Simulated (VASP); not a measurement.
A run of VASP 6.6.1 is set up as follows.

INCAR

```
ALGO = Fast
EDIFF = 1E-7
ENCUT = 520
GGA = PE
ISIF = 2
ISMEAR = 0
LASPH = T
LCHARG = F
LREAL = F
LWAVE = F
NBANDS = 42
NELM = 100
PREC = Accurate
SIGMA = 0.15
```

KPOINTS

```
k-points
0
Gamma
  18 18 4
```

File POSCAR:

```
Au
1.0
    2.0455000000     -2.0455000000      0.0000000000
    2.0455000000      0.0000000000     -2.0455000000
    9.3367005384      9.3367005384      9.3367005384
Au
6
Direct
    0.6666666667      0.6666666667      0.0730126198
    0.0000000000      0.0000000000      0.8032848723
    0.3333333333      0.3333333333      0.2190670703
    0.6666666667      0.6666666667      0.5111759713
    0.0000000000      0.0000000000      0.3651215208
    0.3333333333      0.3333333333      0.6572304218
```

Potentials or basis: VASP PAW PBE potentials, release 64 (Au).

Run with:

```sh
$ cat potpaw_PBE.64/Au/POTCAR > POTCAR
$ mpirun -np 1 vasp_std > vasp.out
```

Question: Predict the pressure.

Answer: 3.4 GPa.

Question: Estimate the band gap on the k mesh.

Answer: Zero (bands 33 and 34 overlap by 4.85 eV).

Question: Predict the largest force.

Answer: 0.481 eV/Å.

Forces in eV/Å, atoms in the order of the input:
```
Au  -0.278 -0.278 -0.278
Au   0.278  0.278  0.278
Au   0.064  0.064  0.064
Au   0.004  0.004  0.004
Au  -0.004 -0.004 -0.004
Au  -0.064 -0.064 -0.064
```

Caveat: the cell differs from its parent crystal (the distance across one plane changed); the cell stands under pressure; spin-orbit coupling is left out, which moves the levels of the heavy elements.
